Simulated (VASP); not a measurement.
Here is a VASP 6.6.1 calculation.

INCAR

```
  PREC = Accurate
  ENCUT = 600
  EDIFF = 1E-6
  ISMEAR = 0
  SIGMA = 0.05
  LREAL = False
  LASPH = True
  NELM = 120
  ALGO = Normal
  ISIF = 2
  LWAVE = False
  LCHARG = False
  GGA = CA
  NBANDS = 11
  GGA_COMPAT = False
```

Contents of KPOINTS:

```
regular mesh
0
Gamma
  8 8 8
```

The input POSCAR:

```
MgSe
1.0
    0.0000000000      2.7255000000      2.7255000000
    2.7255000000      0.0000000000      2.7255000000
    2.7255000000      2.7255000000      0.0000000000
Mg Se
1 1
Direct
    0.0000000000      0.0000000000      0.0000000000
    0.5000000000      0.5000000000      0.5000000000
```

Potentials or basis: VASP PAW LDA potentials, release 64 (Mg, Se).

The run is started by

```console
$ cat potpaw_LDA.64/Mg/POTCAR potpaw_LDA.64/Se/POTCAR > POTCAR
$ mpirun -np 1 vasp_std > vasp.out
```

Task: Estimate the band gap on the k mesh.

Result: 1.65 eV, indirect (least direct gap 2.40 eV).

Task: What does it give for the pressure?

Result: -2.4 GPa.

A k mesh can miss the band edges. LDA gaps usually lie below the measured ones, often by a third to a half.
